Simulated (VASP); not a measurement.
Input of a VASP 6.6.1 run:

Contents of INCAR:

```
SYSTEM = Zn2Sb
ALGO = Fast
EDIFF = 1E-6
ENCUT = 520
GGA = PE
ISIF = 2
ISMEAR = 0
LASPH = .True.
LCHARG = .False.
LREAL = .False.
LWAVE = .False.
NBANDS = 38
NELM = 80
PREC = Accurate
SIGMA = 0.1
```

Contents of KPOINTS:

```
k-points
0
Gamma
  6 6 6
  0 0 0
```

Contents of POSCAR:

```
Zn2Sb
1.0
   -2.6674690749      2.6674690749      7.0151984576
    2.6674690749     -2.6674690749      7.0151984576
    2.6674690749      2.6674690749     -7.0151984576
Zn Sb
4 2
Direct
    0.1975250588      0.1975250588      0.0000000000
    0.9475250588      0.4475250588      0.5000000000
    0.5524749412      0.0524749412      0.5000000000
    0.8024749412      0.8024749412      0.0000000000
    0.0000000000      0.0000000000      0.0000000000
    0.7500000000      0.2500000000      0.5000000000
```

Potentials or basis: VASP PAW PBE potentials, release 64 (Zn, Sb).

The run is started by

```bash
$ cat potpaw_PBE.64/Zn/POTCAR potpaw_PBE.64/Sb/POTCAR > POTCAR
$ mpirun -np 1 vasp_std > vasp.out
```

Question: Estimate the band gap on the k mesh.

Answer: Zero (bands 29 and 30 overlap by 2.36 eV).

Question: Predict the pressure.

Answer: 0.1 GPa.

Question: Estimate the largest force.

Answer: 0.016 eV/Å.

Forces on the atoms (eV/Å):
```
Zn   0.000  0.000 -0.016
Zn   0.000  0.000 -0.016
Zn   0.000  0.000  0.016
Zn   0.000  0.000  0.016
Sb   0.000  0.000  0.000
Sb   0.000  0.000  0.000
```

Caveat: spin-orbit coupling is left out, which moves the levels of the heavy elements.
